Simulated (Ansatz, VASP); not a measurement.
**Fe3PdC: VASP beside Ansatz**

```xyz
5
Lattice="3.8553 0.0000 0.0000 0.0000 3.8553 0.0000 0.0000 0.0000 3.8553" Properties=species:S:1:pos:R:3 pbc="T T T"
Pd    0.0000    0.0000    0.0000
C     1.9276    1.9276    1.9276
Fe    1.9276    1.9276    0.0000
Fe    1.9276    0.0000    1.9276
Fe    0.0000    1.9276    1.9276
```

Alike in both runs: functional PBE; k mesh 10 × 10 × 10; occupations gaussian, width 0.1 eV; collinear spin.

Ansatz relaxed the structure, and its values are those at the end. VASP's run is a single point on that final structure, the one shown.

|  | VASP | Ansatz |
| --- | --- | --- |
| version | VASP 6.6.1 | Ansatz 0.2.0 |
| potentials or method | VASP PAW PBE potentials, release 64 (Pd, C, Fe), cutoff 600 eV | scalar-relativistic, plane waves, PAW |
| valence electrons in the cell | 38 | 70 |

|  | VASP | Ansatz | Ansatz less VASP |
| --- | --- | --- | --- |
| gap on the k mesh at the Fermi level (eV) | none | none | - |
| pressure (GPa) | 0.3 | 0.0 | -0.21 |
| net moment per atom (μB) | 1.50 | 1.51 | +0.009 |
| size of the moment on the site where the two differ most (μB) | 2.41 | 2.25 | -0.163 |

Site moments also hang on the region over which each program counts them. A gap of «none» marks a metal or a gap that the smearing closes. VASP's potentials hold 38 valence electrons a cell and Ansatz's 70, so a difference there can come from the potentials and not from the codes.
